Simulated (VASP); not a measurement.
Here is a VASP 6.6.1 calculation.

Contents of INCAR:

```
SYSTEM = SnB17N18
PREC = Accurate
ENCUT = 520
EDIFF = 1E-6
ISMEAR = -1
SIGMA = 0.01
LREAL = Auto
LASPH = .True.
NELM = 120
ALGO = Normal
ISIF = 2
LWAVE = .False.
LCHARG = .False.
GGA = PE
NBANDS = 102
NELECT = 154.0
GGA_COMPAT = .False.
ISYM = -1
```

File KPOINTS:

```
explicit points
4
Reciprocal
  0.25000000   0.25000000   0.25000000 2
  0.25000000   0.25000000   0.75000000 2
  0.25000000   0.75000000   0.25000000 2
  0.25000000   0.75000000   0.75000000 2
```

Contents of POSCAR:

```
SnB17N18
1.0
    7.4650312844      0.0000000000      0.0000000000
   -3.7325156422      6.4649067324      0.0000000000
    0.0000000000      0.0000000000      6.4954828762
B N Sn
17 18 1
Direct
    0.1051940209      0.2094745359      0.2430496898
    0.2230746396      0.1188361377      0.7965516350
    0.1068206370      0.5439394829      0.2421259798
    0.2221504064      0.4594983706      0.7647012223
    0.1062166061      0.8754868906      0.2484708681
    0.2292906243      0.7909791101      0.8079768941
    0.4360232057      0.2028392780      0.2358530929
    0.5626965926      0.1187175073      0.7996075319
    0.4360488038      0.5464022935      0.2326888792
    0.4387131372      0.8753259689      0.2481971267
    0.5589083098      0.7945232149      0.7439786327
    0.7737084354      0.2095009590      0.2433505652
    0.8942925283      0.1216618050      0.7572304958
    0.7800690853      0.5467100762      0.2319109605
    0.9053037063      0.4596494133      0.7671389558
    0.7733385674      0.8771291534      0.2374477976
    0.9026704203      0.7949033845      0.7455539537
    0.1175672461      0.2342928682      0.7631177245
    0.2164747739      0.0987151691      0.2495298210
    0.1190397607      0.5683823590      0.8187301419
    0.2167989033      0.4322327617      0.2392964575
    0.1159378406      0.9001634729      0.8031390948
    0.2170065947      0.7656922013      0.2560820496
    0.4432267756      0.2197783779      0.8145557584
    0.5505568558      0.0985642510      0.2493308232
    0.4266869234      0.5842411514      0.6921526362
    0.5505051367      0.4322263053      0.2516056698
    0.4524545016      0.8999247299      0.8027242316
    0.5503523552      0.7657451630      0.2355561213
    0.7843212591      0.2342810392      0.7668911030
    0.8836084248      0.0988995969      0.2444021179
    0.8261824975      0.5848763574      0.6970725123
    0.8837843097      0.4321738942      0.2390059330
    0.7833253344      0.8991406138      0.7379797645
    0.8839729974      0.7659888178      0.2353276354
    0.5476470607      0.4253834978      0.5902226189
```

Potentials or basis: VASP PAW PBE potentials, release 64 (B, N, Sn_d).

The run is started by

```bash
$ cat potpaw_PBE.64/B/POTCAR potpaw_PBE.64/N/POTCAR potpaw_PBE.64/Sn_d/POTCAR > POTCAR
$ mpirun -np 1 vasp_std > vasp.out
```

(1) Predict the largest force.

Answers

(1) 0.262 eV/Å.

Caveat: the cell carries a net charge on a neutralising background, which shifts energy and pressure.
